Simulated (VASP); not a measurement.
The system is ScAl4.

```
Sc Al
1.0
     4.48211   -2.01013    0.00000
     4.48211    2.01013    0.00000
    -4.46941    0.00000    4.49161
Sc Al
1 4
Direct
  0.00000 0.00000 0.50000
  0.80000 0.80000 0.90000
  0.40000 0.40000 0.70000
  0.60000 0.60000 0.30000
  0.20000 0.20000 0.10000
```

- Program: VASP 6.6.1
- Task: relaxation of cell and atoms
- Functional: PBE
- Potentials or basis: VASP PAW PBE potentials, release 64 (Sc_sv, Al)
- Cutoff: 600 eV
- k mesh: 6 × 6 × 4
- Occupations: gaussian, width 0.1 eV
- Spin: no spin polarisation

At the start: pressure 8.7 GPa; volume 16.19 Å³/atom.

**Question.** How do energy, volume and symmetry change on relaxing?

**Answer.** Over 8 steps the energy falls by 50.1 meV/atom and the volume is 17.76 Å³/atom (+9.7 %); space group I4/m (No. 87, to 0.1 Å) before and after.

Step by step:
| step | energy change (eV) | largest force (eV/Å) | pressure (GPa) | volume (Å³) |
| --- | --- | --- | --- | --- |
| 1 | 0.0000 | 0.2416 | 8.70 | 80.94 |
| 2 | -0.2080 | 0.0800 | -2.38 | 91.66 |
| 3 | -0.2238 | 0.1043 | -0.37 | 89.16 |
| 4 | -0.2398 | 0.0985 | -0.20 | 88.96 |
| 5 | -0.2472 | 0.1062 | 0.02 | 88.71 |
| 6 | -0.2473 | 0.1072 | 0.05 | 88.69 |
| 7 | -0.2494 | 0.0651 | -0.01 | 88.74 |
| 8 | -0.2505 | 0.0089 | -0.08 | 88.81 |

Final structure:
```yaml
crystal:
  lattice:
    - [4.70410, -1.99901, -0.02026]
    - [4.70410, 1.99901, -0.02026]
    - [-4.71113, 0.00000, 4.74260]
  atoms:
    - { symbol: Sc, position: [0.00000, 0.00000, 0.50000] }
    - { symbol: Al, position: [0.80385, 0.80385, 0.90135] }
    - { symbol: Al, position: [0.40325, 0.40325, 0.70684] }
    - { symbol: Al, position: [0.59675, 0.59675, 0.29316] }
    - { symbol: Al, position: [0.19615, 0.19615, 0.09865] }
```
